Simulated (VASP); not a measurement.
# Hg (R-3m) in VASP: density of states with RPBE+D3(BJ)

Aim: the density of states of Hg with RPBE+D3(BJ).

Everything below comes from runs of VASP 6.6.1. Logs are shortened: lines on timing, memory, paths and dates and some standing lists are left out, and cuts for length are marked.

### 1 The cell of the first run

The structure is trigonal, space group R-3m (No. 166). The conventional cell has a = 3.460 Å, b = 3.460 Å, c = 6.702 Å, α = 90.00°, β = 90.00°, γ = 120.00°. Hg (site symmetry -3m) has 12 Hg at 3.00 to 3.46 Å within 3.9 Å.

### 2 Density of states, RPBE+D3(BJ), collinear spin, zero start

Contents of POSCAR:

```
Hg
1.0
    2.9968799331      0.0000000000      0.0000000000
    0.9995359842      2.8252817824      0.0000000000
    0.9995359842      0.7066258531      2.7354884488
Hg
1
Direct
    0.0000000000      0.0000000000      0.0000000000
```

Contents of INCAR.step1:

```
SYSTEM = Hg
PREC = Accurate ; ENCUT = 520
EDIFF = 1E-6 ; ISMEAR = 1
SIGMA = 0.15 ; LREAL = .False.
LASPH = .True. ; NELM = 150
ALGO = Normal ; ISIF = 2
LWAVE = .False. ; LCHARG = .True.
ISPIN = 2 ; MAGMOM = 0
NUPDOWN = 0.0 ; GGA = RP
IVDW = 12 ; NBANDS = 16
```

Contents of KPOINTS.step1:

```
regular mesh
0
Gamma
  10 10 10
  0 0 0
```

Contents of INCAR.step2:

```
SYSTEM = Hg
PREC = Accurate ; ENCUT = 520
EDIFF = 1E-6 ; ISMEAR = -5
SIGMA = 0.15 ; LREAL = .False.
LASPH = .True. ; NELM = 150
ALGO = Normal ; ISIF = 2
LWAVE = .False. ; LCHARG = .False.
ISPIN = 2 ; MAGMOM = 0
LORBIT = 11 ; NUPDOWN = 0.0
GGA = RP ; IVDW = 12
NBANDS = 16 ; NEDOS = 2001
ICHARG = 11
```

Contents of KPOINTS.step2:

```
regular mesh
0
Gamma
  15 15 15
  0 0 0
```

Potentials or basis: VASP PAW PBE potentials, release 64 (Hg).

The run is started by

```bash
> cat potpaw_PBE.64/Hg/POTCAR > POTCAR
> cp INCAR.step1 INCAR
> cp KPOINTS.step1 KPOINTS
> mpirun -np 1 vasp_std > vasp.out
> cp INCAR.step2 INCAR
> cp KPOINTS.step2 KPOINTS
> mpirun -np 1 vasp_std > vasp.out
```

OUTCAR:

```text
SYSTEM = Hg
   PREC = Accurate
   ENCUT = 520
   EDIFF = 1E-6
   ISMEAR = -5
   LREAL = .False.
   LASPH = .True.
   NELM = 150
   ISIF = 2
   ISPIN = 2
   LORBIT = 11
   NUPDOWN = 0.0
   GGA = RP
   IVDW = 12
   ICHARG = 11
 IVDW          = 12

 ion  position               nearest neighbor table
   1  0.000  0.000  0.000-

  LATTYP: Found a trigonal (rhomboedric) cell.
 ALAT       =     2.9968799331
 COS(alpha) =     0.3335255354

  Lattice vectors:

 A1 = (   2.9968799331,   0.0000000000,   0.0000000000)
 A2 = (   0.9995359842,   2.8252817824,   0.0000000000)
 A3 = (   0.9995359842,   0.7066258531,   2.7354884488)

Analysis of symmetry for initial positions (statically):
=====================================================================
 Subroutine PRICEL returns:
 Original cell was already a primitive cell.

 Routine SETGRP: Setting up the symmetry group for a
 trigonal (rhombohedral) supercell.

 Subroutine GETGRP returns: Found 12 space group operations
 (whereof 12 operations were pure point group operations)
 out of a pool of 12 trial point group operations.

The static configuration has the point symmetry D_3d.

Analysis of symmetry for dynamics (positions and initial velocities):
=====================================================================
 Subroutine PRICEL returns:
 Original cell was already a primitive cell.

 Routine SETGRP: Setting up the symmetry group for a
 trigonal (rhombohedral) supercell.

 Subroutine GETGRP returns: Found 12 space group operations
 (whereof 12 operations were pure point group operations)
 out of a pool of 12 trial point group operations.

The dynamic configuration has the point symmetry D_3d.

Analysis of structural, dynamic, and magnetic symmetry:
=====================================================================
 Subroutine PRICEL returns:
 Original cell was already a primitive cell.

 Routine SETGRP: Setting up the symmetry group for a
 trigonal (rhombohedral) supercell.

 Subroutine GETGRP returns: Found 12 space group operations
 (whereof 12 operations were pure point group operations)
 out of a pool of 12 trial point group operations.

The overall configuration has the point symmetry D_3d.

 Subroutine INISYM returns: Found 12 space group operations
 (whereof 12 operations are pure point group operations),
 and found     1 'primitive' translations

----------------------------------------------------------------------------------------

                                     Primitive cell

  volume of cell :      23.1615

  direct lattice vectors                    reciprocal lattice vectors
     2.996879933  0.000000000  0.000000000     0.333680368 -0.118050361 -0.091430873
     0.999535984  2.825281782  0.000000000     0.000000000  0.353946996 -0.091430873
     0.999535984  0.706625853  2.735488449     0.000000000  0.000000000  0.365565426

  length of vectors
     2.996879933  2.996879933  2.996879933     0.365565426  0.365565426  0.365565426

  position of ions in fractional coordinates (direct lattice)
     0.000000000  0.000000000  0.000000000

  ion indices of the primitive-cell ions
   primitive index   ion index
                 1           1

----------------------------------------------------------------------------------------

 KPOINTS: regular mesh

Automatic generation of k-mesh.
 Grid dimensions read from file:
 generate k-points for:   15   15   15

 Generating k-lattice:

  Cartesian coordinates                     Fractional coordinates (reciprocal lattice)
     0.022245358 -0.007870024 -0.006095392     0.066666667 -0.000000000  0.000000000
     0.000000000  0.023596466 -0.006095392     0.000000000  0.066666667  0.000000000
     0.000000000  0.000000000  0.024371028     0.000000000  0.000000000  0.066666667

  Length of vectors
     0.024371028  0.024371028  0.024371028

  Shift w.r.t. Gamma in fractional coordinates (k-lattice)
     0.000000000  0.000000000  0.000000000

 TETIRR: Found   1695 inequivalent tetrahedra from    20250

 Subroutine IBZKPT returns following result:
 ===========================================

 Found    344 irreducible k-points:

 Following reciprocal coordinates:
            Coordinates               Weight
  0.000000  0.000000  0.000000      1.000000
  0.066667 -0.000000  0.000000      6.000000
  0.133333  0.000000  0.000000      6.000000
  0.200000  0.000000  0.000000      6.000000
  0.266667  0.000000  0.000000      6.000000
  0.333333  0.000000  0.000000      6.000000
[... 16 lines left out ...]
  0.133333  0.133333  0.000000      6.000000
  0.200000  0.133333 -0.000000     12.000000
 [... further k-points ...]
   k-points           NKPTS =    344   k-points in BZ     NKDIM =    344   number of bands    NBANDS=     16
   number of dos      NEDOS =   2001   number of ions     NIONS =      1
   total plane-waves  NPLWV =  13824
   dimension x,y,z NGX =    24 NGY =   24 NGZ =   24
   dimension x,y,z NGXF=    48 NGYF=   48 NGZF=   48
   ions per type =               1
   NGX,Y,Z   is equivalent  to a cutoff of  13.31, 13.31, 13.31 a.u.
   NGXF,Y,Z  is equivalent  to a cutoff of  26.63, 26.63, 26.63 a.u.
 SYSTEM =  Hg
   PREC   = accura    normal or accurate (medium, high low for compatibility)
   ISTART =      0    job   : 0-new  1-cont  2-samecut
   ICHARG =     11    charge: 1-file 2-atom 10-const
   ISPIN  =      2    spin polarized calculation?
   LNONCOLLINEAR =      F non collinear calculations
   LSORBIT =      F    spin-orbit coupling
   LASPH  =      T    aspherical Exc in radial PAW
   ENCUT  =  520.0 eV  38.22 Ry    6.18 a.u.   5.57  5.57  5.57*2*pi/ulx,y,z
   NELM   =    150;   NELMIN=  2; NELMDL=  0     # of ELM steps
   EDIFF  = 0.1E-05   stopping-criterion for ELM
   LREAL  =      F    real-space projection
   EDIFFG = 0.1E-04   stopping-criterion for IOM
   NSW    =      0    number of steps for IOM
   IBRION =     -1    ionic relax: 0-MD 1-quasi-New 2-CG
   NFREE  =      0    steps in history (QN), initial steepest desc. (CG)
   ISIF   =      2    stress and relaxation
   ISYM   =      2    0-nonsym 1-usesym 2-fastsym
   POTIM  = 0.5000    time-step for ionic-motion
   TEBEG  =    0.0;   TEEND  =   0.0 temperature during run
   PSTRESS=    0.0 pullay stress
   NELECT =      12.0000    total number of electrons
   NUPDOWN=       0.0000    fix difference up-down
   EMIN   =  10.00;   EMAX   =-10.00  energy-range for DOS
   EFERMI =   0.00;   METHOD = LEGACY
   ISMEAR =    -5;   SIGMA  =   0.15  broadening in eV -4-tet -1-fermi 0-gaus
   EFERMI_NEDOS =   21; number of points for ismear=-14 and -15
   IALGO  =     38    algorithm
   IMIX   =      4    mixing-type and parameters
     AMIX     =   0.40;   BMIX     =  1.00
     AMIX_MAG =   1.60;   BMIX_MAG =  1.00
  volume/ion in A,a.u.               =      23.16       156.30
  Fermi-wavevector in a.u.,A,eV,Ry     =   1.314861  2.484727 23.522568  1.728860
  Thomas-Fermi vector in A             =   2.445084
   LORBIT       =     11    0 simple, 1 ext, 2 COOP (PROOUT), +10 PAW based schemes
   GGA     = RP    functional components
   LHFCALC =     F    Hartree Fock is set to
   AEXX    =    0.0000 exact exchange contribution
   IVDW    =    12    specifies the selected vdW correction
   LEPSILON=     F    determine dielectric tensor
   LRPA    =     F    only Hartree local field effects (RPA)
 spin polarized calculation
 Fermi weights with tetrahedron method with Bloechl corrections
  energy-cutoff  :      520.00
  volume of cell :       23.16
 maximum number of plane-waves:       646

 number of electron      12.0000003 magnetization      -0.0000000

 Free energy of the ion-electron system (eV)
  ---------------------------------------------------
  ext. energy  EPLUGINS =         0.00000000
  ---------------------------------------------------
  free energy    TOTEN  =         0.39844186 eV

  energy without entropy =        0.39844186  energy(sigma->0) =        0.39844186

 E-fermi :   3.1301     XC(G=0): -10.8132

 val. band max:        3.1840759232   @ k =  -0.4000   0.4667   0.0667
 cond. band min:       3.0927024398   @ k =  -0.1333   0.4667   0.1333
 fundamental gap:     -0.0913734835
 Fermi energy:         3.1301110024

 spin component 1

 k-point     1 :       0.0000    0.0000    0.0000
  band No.  band energies     occupation
      1      -6.2106      1.00000
      2      -4.7214      1.00000
      3      -4.7214      1.00000
      4      -3.4161      1.00000
      5      -3.2523      1.00000
      6      -3.2523      1.00000
[... 8 lines left out ...]
     15      25.1707      0.00000
     16      27.8997      0.00000

 k-point     2 :       0.0667   -0.0000    0.0000
  band No.  band energies     occupation
      1      -6.1093      1.00000
      2      -4.7141      1.00000
      3      -4.6913      1.00000
      4      -3.4140      1.00000
      5      -3.2659      1.00000
      6      -3.2571      1.00000
[... 8 lines left out ...]
     15      25.3181      0.00000
     16      27.1939      0.00000

 k-point     3 :       0.1333    0.0000    0.0000
  band No.  band energies     occupation
      1      -5.8341      1.00000
      2      -4.6969      1.00000
      3      -4.5805      1.00000
      4      -3.4028      1.00000
      5      -3.2992      1.00000
      6      -3.2665      1.00000
[... 8 lines left out ...]
     15      25.7472      0.00000
     16      26.2747      0.00000
[... 362 lines left out ...]
 k-point    23 :       0.1333    0.1333    0.0000
  band No.  band energies     occupation
      1      -5.6055      1.00000
      2      -4.6659      1.00000
      3      -4.4273      1.00000
      4      -3.5660      1.00000
      5      -3.3578      1.00000
      6      -3.2348      1.00000
[... 8 lines left out ...]
     15      26.1809      0.00000
     16      27.3010      0.00000

 k-point    24 :       0.2000    0.1333   -0.0000
  band No.  band energies     occupation
      1      -5.3108      1.00000
      2      -4.6069      1.00000
      3      -4.2474      1.00000
      4      -3.6131      1.00000
      5      -3.3550      1.00000
      6      -3.2267      1.00000
[... 8 lines left out ...]
     15      26.5727      0.00000
     16      28.0427      0.00000

 [... further k-points ...]

 spin component 2

 k-point     1 :       0.0000    0.0000    0.0000
  band No.  band energies     occupation
      1      -6.2106      1.00000
      2      -4.7214      1.00000
      3      -4.7214      1.00000
      4      -3.4161      1.00000
      5      -3.2523      1.00000
      6      -3.2523      1.00000
[... 8 lines left out ...]
     15      25.1707      0.00000
     16      27.8997      0.00000

 k-point     2 :       0.0667   -0.0000    0.0000
  band No.  band energies     occupation
      1      -6.1093      1.00000
      2      -4.7141      1.00000
      3      -4.6913      1.00000
      4      -3.4140      1.00000
      5      -3.2659      1.00000
      6      -3.2571      1.00000
[... 8 lines left out ...]
     15      25.3181      0.00000
     16      27.1939      0.00000

 k-point     3 :       0.1333    0.0000    0.0000
  band No.  band energies     occupation
      1      -5.8341      1.00000
      2      -4.6969      1.00000
      3      -4.5805      1.00000
      4      -3.4028      1.00000
      5      -3.2992      1.00000
      6      -3.2665      1.00000
[... 8 lines left out ...]
     15      25.7472      0.00000
     16      26.2747      0.00000
[... 362 lines left out ...]
 k-point    23 :       0.1333    0.1333    0.0000
  band No.  band energies     occupation
      1      -5.6055      1.00000
      2      -4.6659      1.00000
      3      -4.4273      1.00000
      4      -3.5660      1.00000
      5      -3.3578      1.00000
      6      -3.2348      1.00000
[... 8 lines left out ...]
     15      26.1809      0.00000
     16      27.3010      0.00000

 k-point    24 :       0.2000    0.1333   -0.0000
  band No.  band energies     occupation
      1      -5.3108      1.00000
      2      -4.6069      1.00000
      3      -4.2474      1.00000
      4      -3.6131      1.00000
      5      -3.3550      1.00000
      6      -3.2267      1.00000
[... 8 lines left out ...]
     15      26.5727      0.00000
     16      28.0427      0.00000

 [... further k-points ...]

------------------------ aborting loop because EDIFF is reached ----------------------------------------

 Edisp (eV)   -2.18508

 E8    (eV) :    -1.4398

  FORCE on cell =-STRESS in cart. coord.  units (eV):
  Direction    XX          YY          ZZ          XY          YZ          ZX
  --------------------------------------------------------------------------------------
  -------------------------------------------------------------------------------------
  Total      -1.76510    -1.91202    -1.97075     0.20764     0.11369     0.16082
  in kB    -122.09917  -132.26228  -136.32541    14.36349     7.86460    11.12463
  external pressure =     -130.23 kB  Pullay stress =        0.00 kB

 VOLUME and BASIS-vectors are now :
 -----------------------------------------------------------------------------
  energy-cutoff  :      520.00
  volume of cell :       23.16
      direct lattice vectors                 reciprocal lattice vectors
     2.996879933  0.000000000  0.000000000     0.333680368 -0.118050361 -0.091430873
     0.999535984  2.825281782  0.000000000     0.000000000  0.353946996 -0.091430873
     0.999535984  0.706625853  2.735488449     0.000000000  0.000000000  0.365565426

 POSITION                                       TOTAL-FORCE (eV/Angst)
 -----------------------------------------------------------------------------------
      0.00000      0.00000      0.00000         0.000000      0.000000      0.000000
 -----------------------------------------------------------------------------------
    total drift:                               -0.000000     -0.000000      0.000000

  FREE ENERGIE OF THE ION-ELECTRON SYSTEM (eV)
  ---------------------------------------------------
  free  energy   TOTEN  =        -1.7866360179 eV

  energy  without entropy=       -1.7866360179  energy(sigma->0) =       -1.78663602

 total charge

# of ion       s       p       d       tot
------------------------------------------
    1        0.883   0.280   9.332  10.496

 magnetization (x)

# of ion       s       p       d       tot
------------------------------------------
    1       -0.000  -0.000  -0.000  -0.000
```

Run time: 83 s. Hardware: 1 thread of Intel Xeon Platinum 8375C at 2.90GHz (Ice Lake), shared host; peak memory 0.3 GiB.

Results:

| Quantity | Value |
| --- | --- |
| Net moment | 0.00 μB per cell |
| Valence electrons inside the program's atomic spheres | Hg 10.50 |
| Dispersion energy per atom | -2.185 eV |

Caveat: the PAW data sets were made with another functional, which shifts forces and pressure a little; spin-orbit coupling is left out, which moves the levels of the heavy elements; the total moment is fixed, so each spin has its own Fermi level.
